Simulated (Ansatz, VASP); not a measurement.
## One calculation of KCl, two programs

```xyz
4
Lattice="0.0000 -3.1898 -3.1898 -3.1898 0.0000 -3.1898 3.1898 3.1898 -6.3796" Properties=species:S:1:pos:R:3 pbc="T T T"
K     0.0000   -0.0374    0.0000
K     0.0000   -0.0374   -6.3796
Cl    0.0000    0.0413   -9.5694
Cl    0.0000    0.0413   -3.1898
```

Change from the starting cell: mode 4 frozen in at +0.000 Å and mode 9 at -0.041 Å (largest displacements).

Alike in both runs: task single point; functional PBE; k mesh 6 × 6 × 6; occupations gaussian, width 0.05 eV; no spin polarisation.

|  | VASP | Ansatz |
| --- | --- | --- |
| version | VASP 6.6.1 | Ansatz 0.2.0 |
| potentials or method | VASP PAW PBE potentials, release 64 (K_sv, Cl), cutoff 520 eV | scalar-relativistic, plane waves, PAW |
| valence electrons in the cell | 32 | 32 |

Ansatz gave:

* gap on the k mesh at the Fermi level (eV): 5.05
* least direct gap on the mesh (eV): 5.05
* pressure (GPa): 0.1
* traceless stress, the component that is largest in VASP (GPa): 0.09
* rms of the force components (eV/Å): 0.050

Task: What did VASP give for the same quantities?

Result: gap on the k mesh at the Fermi level (eV): 5.05; least direct gap on the mesh (eV): 5.05; pressure (GPa): 0.1; traceless stress, the component that is largest in VASP (GPa): 0.09; rms of the force components (eV/Å): 0.051.

Atom by atom the forces differ by 0.001 eV/Å (rms over components).
